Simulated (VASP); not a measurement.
# NaWO3 (Pm-3m) in VASP: a series of runs

Runs on NaWO3. Level: LDA. Tasks: single point.

Everything below comes from runs of VASP 6.6.1. Logs are shortened: lines on timing, memory, paths and dates and some standing lists are left out, and cuts for length are marked.

## 1. The cell of the first run

It takes space group Pm-3m (No. 221, cubic). Conventional cell: a = 3.860 Å, b = 3.860 Å, c = 3.860 Å, α = 90.00°, β = 90.00°, γ = 90.00°. Within 3.6 Å of Na (site symmetry m-3m) lie 12 O at 2.73 Å and 8 W at 3.34 Å. Within 2.6 Å of W (site symmetry m-3m) lie 6 O at 1.93 Å. Within 2.6 Å of O (site symmetry 4/mmm) lie 2 W at 1.93 Å.

## 2. Single point, LDA

Input file INCAR:

```
  ALGO = Normal
  EDIFF = 1E-6
  ENCUT = 600
  GGA = CA
  GGA_COMPAT = False
  ISIF = 2
  ISMEAR = -1
  LASPH = True
  LCHARG = True
  LELF = True
  LREAL = False
  LVHAR = True
  LWAVE = False
  NBANDS = 28
  NELM = 120
  PREC = Accurate
  SIGMA = 0.1
```

Input file KPOINTS:

```
k-points
0
Gamma
  5 5 5
```

Input file POSCAR:

```
NaWO3
1.0
    3.8600000000      0.0000000000      0.0000000000
    0.0000000000      3.8600000000      0.0000000000
    0.0000000000      0.0000000000      3.8600000000
Na W O
1 1 3
Direct
    0.0000000000      0.0000000000      0.0000000000
    0.5000000000      0.5000000000      0.5000000000
    0.5000000000      0.5000000000      0.0000000000
    0.0000000000      0.5000000000      0.5000000000
    0.5000000000      0.0000000000      0.5000000000
```

Potentials or basis: VASP PAW LDA potentials, release 64 (Na_pv, W_sv, O).

Launch:

```sh
> cat potpaw_LDA.64/Na_pv/POTCAR potpaw_LDA.64/W_sv/POTCAR potpaw_LDA.64/O/POTCAR > POTCAR
> mpirun -np 1 vasp_std > vasp.out
```

OUTCAR:

```text
EDIFF = 1E-6
   ENCUT = 600
   GGA = CA
   ISIF = 2
   ISMEAR = -1
   LASPH = True
   LREAL = False
   NELM = 120
   PREC = Accurate

 ion  position               nearest neighbor table
   1  0.000  0.000  0.000-
   2  0.500  0.500  0.500-   3 1.93   4 1.93   5 1.93   3 1.93   5 1.93   4 1.93
   3  0.500  0.500  0.000-   2 1.93   2 1.93
   4  0.000  0.500  0.500-   2 1.93   2 1.93
   5  0.500  0.000  0.500-   2 1.93   2 1.93

  LATTYP: Found a simple cubic cell.
 ALAT       =     3.8600000000

  Lattice vectors:

 A1 = (   3.8600000000,   0.0000000000,   0.0000000000)
 A2 = (   0.0000000000,   3.8600000000,   0.0000000000)
 A3 = (   0.0000000000,   0.0000000000,   3.8600000000)

Analysis of symmetry for initial positions (statically):
=====================================================================
 Subroutine PRICEL returns:
 Original cell was already a primitive cell.

 Routine SETGRP: Setting up the symmetry group for a
 simple cubic supercell.

 Subroutine GETGRP returns: Found 48 space group operations
 (whereof 48 operations were pure point group operations)
 out of a pool of 48 trial point group operations.

The static configuration has the point symmetry O_h .

Analysis of symmetry for dynamics (positions and initial velocities):
=====================================================================
 Subroutine PRICEL returns:
 Original cell was already a primitive cell.

 Routine SETGRP: Setting up the symmetry group for a
 simple cubic supercell.

 Subroutine GETGRP returns: Found 48 space group operations
 (whereof 48 operations were pure point group operations)
 out of a pool of 48 trial point group operations.

The dynamic configuration has the point symmetry O_h .

 Subroutine INISYM returns: Found 48 space group operations
 (whereof 48 operations are pure point group operations),
 and found     1 'primitive' translations

----------------------------------------------------------------------------------------

                                     Primitive cell

  volume of cell :      57.5125

  direct lattice vectors                    reciprocal lattice vectors
     3.860000000  0.000000000  0.000000000     0.259067358  0.000000000  0.000000000
     0.000000000  3.860000000  0.000000000     0.000000000  0.259067358  0.000000000
     0.000000000  0.000000000  3.860000000     0.000000000  0.000000000  0.259067358

  length of vectors
     3.860000000  3.860000000  3.860000000     0.259067358  0.259067358  0.259067358

  position of ions in fractional coordinates (direct lattice)
     0.000000000  0.000000000  0.000000000
     0.500000000  0.500000000  0.500000000
     0.500000000  0.500000000  0.000000000
     0.000000000  0.500000000  0.500000000
     0.500000000  0.000000000  0.500000000

  ion indices of the primitive-cell ions
   primitive index   ion index
                 1           1
                 2           2
                 3           3
                 4           4
                 5           5

----------------------------------------------------------------------------------------

 KPOINTS: k-points

Automatic generation of k-mesh.
 Grid dimensions read from file:
 generate k-points for:    5    5    5

 Generating k-lattice:

  Cartesian coordinates                     Fractional coordinates (reciprocal lattice)
     0.051813472  0.000000000  0.000000000     0.200000000  0.000000000  0.000000000
     0.000000000  0.051813472  0.000000000     0.000000000  0.200000000  0.000000000
     0.000000000  0.000000000  0.051813472     0.000000000  0.000000000  0.200000000

  Length of vectors
     0.051813472  0.051813472  0.051813472

  Shift w.r.t. Gamma in fractional coordinates (k-lattice)
     0.000000000  0.000000000  0.000000000

 Subroutine IBZKPT returns following result:
 ===========================================

 Found     10 irreducible k-points:

 Following reciprocal coordinates:
            Coordinates               Weight
  0.000000  0.000000  0.000000      1.000000
  0.200000  0.000000  0.000000      6.000000
  0.400000  0.000000  0.000000      6.000000
  0.200000  0.200000  0.000000     12.000000
  0.400000  0.200000  0.000000     24.000000
  0.400000  0.400000  0.000000     12.000000
  0.200000  0.200000  0.200000      8.000000
  0.400000  0.200000  0.200000     24.000000
  0.400000  0.400000  0.200000     24.000000
  0.400000  0.400000  0.400000      8.000000
   k-points           NKPTS =     10   k-points in BZ     NKDIM =     10   number of bands    NBANDS=     28
   number of dos      NEDOS =    301   number of ions     NIONS =      5
   total plane-waves  NPLWV =  32768
   dimension x,y,z NGX =    32 NGY =   32 NGZ =   32
   dimension x,y,z NGXF=    64 NGYF=   64 NGZF=   64
   ions per type =               1   1   3
   NGX,Y,Z   is equivalent  to a cutoff of  13.78, 13.78, 13.78 a.u.
   NGXF,Y,Z  is equivalent  to a cutoff of  27.56, 27.56, 27.56 a.u.
 SYSTEM =  unknown system
   PREC   = accura    normal or accurate (medium, high low for compatibility)
   ISTART =      0    job   : 0-new  1-cont  2-samecut
   ICHARG =      2    charge: 1-file 2-atom 10-const
   ISPIN  =      1    spin polarized calculation?
   LNONCOLLINEAR =      F non collinear calculations
   LSORBIT =      F    spin-orbit coupling
   LASPH  =      T    aspherical Exc in radial PAW
   ENCUT  =  600.0 eV  44.10 Ry    6.64 a.u.   7.71  7.71  7.71*2*pi/ulx,y,z
   NELM   =    120;   NELMIN=  2; NELMDL= -5     # of ELM steps
   EDIFF  = 0.1E-05   stopping-criterion for ELM
   LREAL  =      F    real-space projection
   EDIFFG = 0.1E-04   stopping-criterion for IOM
   NSW    =      0    number of steps for IOM
   IBRION =     -1    ionic relax: 0-MD 1-quasi-New 2-CG
   NFREE  =      0    steps in history (QN), initial steepest desc. (CG)
   ISIF   =      2    stress and relaxation
   ISYM   =      2    0-nonsym 1-usesym 2-fastsym
   POTIM  = 0.5000    time-step for ionic-motion
   TEBEG  =    0.0;   TEEND  =   0.0 temperature during run
   PSTRESS=    0.0 pullay stress
   NELECT =      39.0000    total number of electrons
   NUPDOWN=      -1.0000    fix difference up-down
   EMIN   =  10.00;   EMAX   =-10.00  energy-range for DOS
   EFERMI =   0.00;   METHOD = LEGACY
   ISMEAR =    -1;   SIGMA  =   0.10  broadening in eV -4-tet -1-fermi 0-gaus
   EFERMI_NEDOS =   21; number of points for ismear=-14 and -15
   IALGO  =     38    algorithm
   IMIX   =      4    mixing-type and parameters
     AMIX     =   0.40;   BMIX     =  1.00
     AMIX_MAG =   1.60;   BMIX_MAG =  1.00
  volume/ion in A,a.u.               =      11.50        77.62
  Fermi-wavevector in a.u.,A,eV,Ry     =   1.438277  2.717949 28.145548  2.068639
  Thomas-Fermi vector in A             =   2.557261
   LORBIT       =      0    0 simple, 1 ext, 2 COOP (PROOUT), +10 PAW based schemes
   GGA     = CA    functional components
   LHFCALC =     F    Hartree Fock is set to
   AEXX    =    0.0000 exact exchange contribution
   IVDW    =     0    specifies the selected vdW correction
   LEPSILON=     F    determine dielectric tensor
   LRPA    =     F    only Hartree local field effects (RPA)
 non-spin polarized calculation
  energy-cutoff  :      600.00
  volume of cell :       57.51
 maximum number of plane-waves:      1935
 NGX is ok and might be reduce to    32
   NGX = 15   NGY = 15   NGZ = 15

 number of electron      38.9999996 magnetization

 Free energy of the ion-electron system (eV)
  ---------------------------------------------------
  ext. energy  EPLUGINS =         0.00000000
  ---------------------------------------------------
  free energy    TOTEN  =       -43.61795748 eV

  energy without entropy =      -43.56459882  energy(sigma->0) =      -43.59127815

 E-fermi :   5.8363     XC(G=0): -11.4298

 val. band max:        5.7767457566   @ k =   0.2000   0.2000   0.0000
 cond. band min:       6.1251742937   @ k =   0.2000   0.2000   0.2000
 fundamental gap:      0.3484285371
 Fermi energy:         5.8362569877

 k-point     1 :       0.0000    0.0000    0.0000
  band No.  band energies     occupation
      1     -69.7752      2.00000
      2     -34.3302      2.00000
      3     -34.3302      2.00000
      4     -34.3302      2.00000
      5     -18.5496      2.00000
      6     -18.5496      2.00000
[... 20 lines left out ...]
     27      14.1991      0.00000
     28      16.9608      0.00000

 k-point     2 :       0.2000    0.0000    0.0000
  band No.  band energies     occupation
      1     -69.7750      2.00000
      2     -34.3565      2.00000
      3     -34.3290      2.00000
      4     -34.3290      2.00000
      5     -18.5639      2.00000
      6     -18.5490      2.00000
[... 20 lines left out ...]
     27      14.8158      0.00000
     28      17.0339      0.00000

 k-point     3 :       0.4000    0.0000    0.0000
  band No.  band energies     occupation
      1     -69.7747      2.00000
      2     -34.3986      2.00000
      3     -34.3270      2.00000
      4     -34.3270      2.00000
      5     -18.5865      2.00000
      6     -18.5480      2.00000
[... 20 lines left out ...]
     27      15.9763      0.00000
     28      17.3845      0.00000

 k-point     4 :       0.2000    0.2000    0.0000
  band No.  band energies     occupation
      1     -69.7748      2.00000
      2     -34.3554      2.00000
      3     -34.3552      2.00000
      4     -34.3278      2.00000
      5     -18.5646      2.00000
      6     -18.5575      2.00000
[... 144 lines left out ...]
     27      14.6812      0.00000
     28      15.4213      0.00000

 k-point     9 :       0.4000    0.4000    0.2000
  band No.  band energies     occupation
      1     -69.7740      2.00000
      2     -34.3940      2.00000
      3     -34.3939      2.00000
      4     -34.3500      2.00000
      5     -18.5690      2.00000
      6     -18.5670      2.00000
[... 20 lines left out ...]
     27      15.2496      0.00000
     28      15.3508      0.00000

 k-point    10 :       0.4000    0.4000    0.4000
  band No.  band energies     occupation
      1     -69.7737      2.00000
      2     -34.3919      2.00000
      3     -34.3917      2.00000
      4     -34.3917      2.00000
      5     -18.5649      2.00000
      6     -18.5635      2.00000
[... 20 lines left out ...]
     27      15.3041      0.00000
     28      15.3041      0.00000

------------------------ aborting loop because EDIFF is reached ----------------------------------------

  FORCE on cell =-STRESS in cart. coord.  units (eV):
  Direction    XX          YY          ZZ          XY          YZ          ZX
  --------------------------------------------------------------------------------------
  -------------------------------------------------------------------------------------
  Total       -0.0620519     -0.0620519     -0.0620519      0.0000000      0.0000000     -0.0000000
  in kB       -1.7286360     -1.7286360     -1.7286360      0.0000000      0.0000000     -0.0000000
  external PRESSURE =      -1.7286360 kB  Pullay stress =       0.0000000 kB

 VOLUME and BASIS-vectors are now :
 -----------------------------------------------------------------------------
  energy-cutoff  :      600.00
  volume of cell :       57.51
      direct lattice vectors                 reciprocal lattice vectors
     3.860000000  0.000000000  0.000000000     0.259067358  0.000000000  0.000000000
     0.000000000  3.860000000  0.000000000     0.000000000  0.259067358  0.000000000
     0.000000000  0.000000000  3.860000000     0.000000000  0.000000000  0.259067358

 POSITION                                       TOTAL-FORCE (eV/Angst)
 -----------------------------------------------------------------------------------
      0.00000      0.00000      0.00000         0.000000      0.000000      0.000000
      1.93000      1.93000      1.93000         0.000000      0.000000      0.000000
      1.93000      1.93000      0.00000         0.000000      0.000000      0.000000
      0.00000      1.93000      1.93000         0.000000      0.000000      0.000000
      1.93000      0.00000      1.93000         0.000000      0.000000      0.000000
 -----------------------------------------------------------------------------------
    total drift:                                0.000000     -0.000000     -0.000000

  FREE ENERGIE OF THE ION-ELECTRON SYSTEM (eV)
  ---------------------------------------------------
  free  energy   TOTEN  =       -43.6179574770 eV

  energy  without entropy=      -43.5645988195  energy(sigma->0) =      -43.59127815
```

Run time: 12 s. Hardware: 1 thread of Intel Xeon Platinum 8559C (Emerald Rapids), shared host; peak memory 0.16 GiB.

Results:

```
Free energy            : -43.6180 eV
Pressure               : -0.2 GPa
Band gap on the k mesh : zero (an odd number of electrons rules out a gap without spin polarisation)
```

Caveat: spin-orbit coupling is left out, which moves the levels of the heavy elements; an odd number of electrons without spin polarisation forces a metal; a magnetic or distorted state may lie lower.

## 3. Single point, LDA

Input file INCAR:

```
PREC = Accurate
ENCUT = 600
EDIFF = 1E-6
ISMEAR = -1
SIGMA = 0.1
LREAL = False
LASPH = True
NELM = 120
ALGO = Normal
ISIF = 2
LWAVE = False
LCHARG = False
GGA = CA
NBANDS = 28
GGA_COMPAT = False
```

Input file KPOINTS:

```
Automatic mesh
0
Gamma
  6 6 6
```

POSCAR is that of step 2.

Potentials or basis: VASP PAW LDA potentials, release 64 (Na_pv, W_sv, O).

Launch:

```sh
> cat potpaw_LDA.64/Na_pv/POTCAR potpaw_LDA.64/W_sv/POTCAR potpaw_LDA.64/O/POTCAR > POTCAR
> mpirun -np 1 vasp_std > vasp.out
```

It took 20 s on 1 thread of Intel Xeon Platinum 8559C (Emerald Rapids), shared host; peak memory 0.17 GiB.

The run converged. Its results:

```
Free energy            : -43.6919 eV
Pressure               : -0.5 GPa
Band gap on the k mesh : zero (an odd number of electrons rules out a gap without spin polarisation)
```

Levels at points of the mesh, in eV from the Fermi level:
| k point | band 17 | band 18 | band 19 | band 20 | band 21 | band 22 |
| --- | --- | --- | --- | --- | --- | --- |
| (0.00, 0.00, 0.00) | -3.67 | -3.67 | -3.67 | -1.44 | -1.44 | -1.44 |
| (0.50, 0.00, 0.00) | -4.40 | -3.75 | -3.75 | -1.35 | 1.80 | 1.80 |
| (0.50, 0.50, 0.00) | -4.85 | -4.69 | -2.80 | 1.83 | 1.83 | 3.16 |
| (0.50, 0.50, 0.50) | -2.77 | -2.77 | -2.77 | 3.20 | 3.20 | 3.20 |

Caveat: spin-orbit coupling is left out, which moves the levels of the heavy elements; an odd number of electrons without spin polarisation forces a metal; a magnetic or distorted state may lie lower.

## 4. Single point, LDA

Input file INCAR:

```
  PREC = Accurate
  ENCUT = 600
  EDIFF = 1E-6
  ISMEAR = -1
  SIGMA = 0.1
  LREAL = False
  LASPH = True
  NELM = 120
  ALGO = Normal
  ISIF = 2
  LWAVE = False
  LCHARG = False
  NBANDS = 28
  GGA_COMPAT = False
```

Input file KPOINTS:

```
Automatic mesh
0
Gamma
  7 7 7
```

POSCAR is that of step 3.

Launch:

```sh
> cat potpaw_LDA.64/Na_pv/POTCAR potpaw_LDA.64/W_sv/POTCAR potpaw_LDA.64/O/POTCAR > POTCAR
> mpirun -np 1 vasp_std > vasp.out
```

Wall time 19 s (1 thread of Intel Xeon Platinum 8559C (Emerald Rapids), shared host); peak memory 0.17 GiB.

It converged, with:

```
Free energy            : -43.7348 eV
Pressure               : -0.7 GPa
Band gap on the k mesh : zero (an odd number of electrons rules out a gap without spin polarisation)
```

Levels at points of the mesh, in eV from the Fermi level:
```csv
k point,band 15,band 16,band 17,band 18,band 19,band 20,band 21,band 22,band 23,band 24
"(0.00, 0.00, 0.00)",-3.95,-3.95,-3.63,-3.63,-3.63,-1.40,-1.40,-1.40,2.24,3.57
```

Caveat: spin-orbit coupling is left out, which moves the levels of the heavy elements; an odd number of electrons without spin polarisation forces a metal; a magnetic or distorted state may lie lower.

## 5. Overview

```tsv
k mesh	gap on the mesh (eV)	pressure (GPa)
5 × 5 × 5	none	-0.2
6 × 6 × 6	none	-0.5
7 × 7 × 7	none	-0.7
```

Alike in all rows: task single point; level LDA; potentials or basis VASP PAW LDA potentials, release 64 (Na_pv, W_sv, O); no spin polarisation; cell as given; cutoff (eV) 600; smearing fermi-dirac 0.1 eV.

Caveats: spin-orbit coupling is left out, which moves the levels of the heavy elements; an odd number of electrons without spin polarisation forces a metal; a magnetic or distorted state may lie lower.

Total energies depend on the potentials used, so only differences within one code and one set of settings carry meaning.
